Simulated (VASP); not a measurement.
## Hf5H: single point with PBE+D3(BJ)

Hf5H, a slab with vacuum:

```
Hf H
1.0
     4.95641    0.00000    0.00000
    -2.47821    4.29238    0.00000
     0.00000    0.00000   21.13284
Hf H
5 1
Direct
  0.66667 0.33333 0.18928
  0.33333 0.66667 0.23715
  0.00000 0.00000 0.27634
  0.66667 0.33333 0.31643
  0.33333 0.66667 0.37065
  0.22222 0.11111 0.52680
```

* Program: VASP 6.6.1
* Task: single point
* Functional: PBE
* Dispersion: D3(BJ)
* Potentials or basis: VASP PAW PBE potentials, release 64 (Hf_pv, H)
* Cutoff: 520 eV
* k mesh: 6 × 6 × 1
* Occupations: gaussian, width 0.1 eV
* Spin: no spin polarisation
* Dipole correction: yes
* Further INCAR settings: ALGO = Normal; EDIFF = 1e-06; NBANDS = 34

```
Largest force              : 1.023 eV/Å
Dispersion energy per atom : -0.200 eV
```

Forces on the atoms (eV/Å):
```
Hf  -0.012 -0.007 -0.964
Hf   0.004  0.002  1.023
Hf   0.004  0.002  0.014
Hf   0.005  0.003 -0.075
Hf  -0.078 -0.045  0.586
H    0.077  0.044 -0.583
```

Levels at points of the mesh, in eV from the Fermi level:
| k point | band 23 | band 24 | band 25 | band 26 | band 27 | band 28 | band 29 | band 30 |
| --- | --- | --- | --- | --- | --- | --- | --- | --- |
| (0.00, 0.00, 0.00) | -0.76 | -0.31 | -0.29 | -0.25 | -0.05 | -0.04 | 0.18 | 1.04 |
| (0.50, 0.00, 0.00) | -0.53 | -0.20 | -0.09 | -0.03 | 0.02 | 0.09 | 0.17 | 0.82 |
| (0.00, 0.50, 0.00) | -0.57 | -0.24 | -0.19 | -0.03 | 0.04 | 0.09 | 0.35 | 0.91 |

Wall time 9.9 min on 1 thread of Intel(R) Xeon(R) Platinum 8259CL CPU @ 2.50GHz (Skylake/Cascade Lake), with other jobs on the host, peak memory 0.64 GiB.

Caveat: spin-orbit coupling is left out, which moves the levels of the heavy elements.
